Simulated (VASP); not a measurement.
Here is a VASP 6.6.1 calculation.

INCAR

```
PREC = Accurate ; ENCUT = 500
EDIFF = 1E-6 ; ISMEAR = 0
SIGMA = 0.01 ; LREAL = False
LASPH = True ; NELM = 120
ALGO = Normal ; ISIF = 2
LWAVE = False ; LCHARG = False
GGA = PS ; NBANDS = 16
GGA_COMPAT = False
```

Contents of KPOINTS:

```
regular mesh
0
Gamma
  8 8 8
```

Contents of POSCAR:

```
AgBr
1.0
    0.0000000000      2.6736185478      2.6736185478
    2.6736185478      0.0000000000      2.6736185478
    2.6736185478      2.6736185478      0.0000000000
Ag Br
1 1
Direct
    0.0000000000      0.0000000000      0.0000000000
    0.5000000000      0.5000000000      0.5000000000
```

Potentials or basis: VASP PAW PBE potentials, release 64 (Ag, Br).

Launch:

```bash
$ cat potpaw_PBE.64/Ag/POTCAR potpaw_PBE.64/Br/POTCAR > POTCAR
$ mpirun -np 1 vasp_std > vasp.out
```

Task: Estimate the pressure.

Result: 15.0 GPa.

Task: Estimate the band gap on the k mesh.

Result: 0.58 eV, indirect (least direct gap 2.83 eV).

Caveat: the PAW data sets were made with another functional, which shifts forces and pressure a little. A hybrid or GW would open this gap; PBEsol tends to underestimate it.
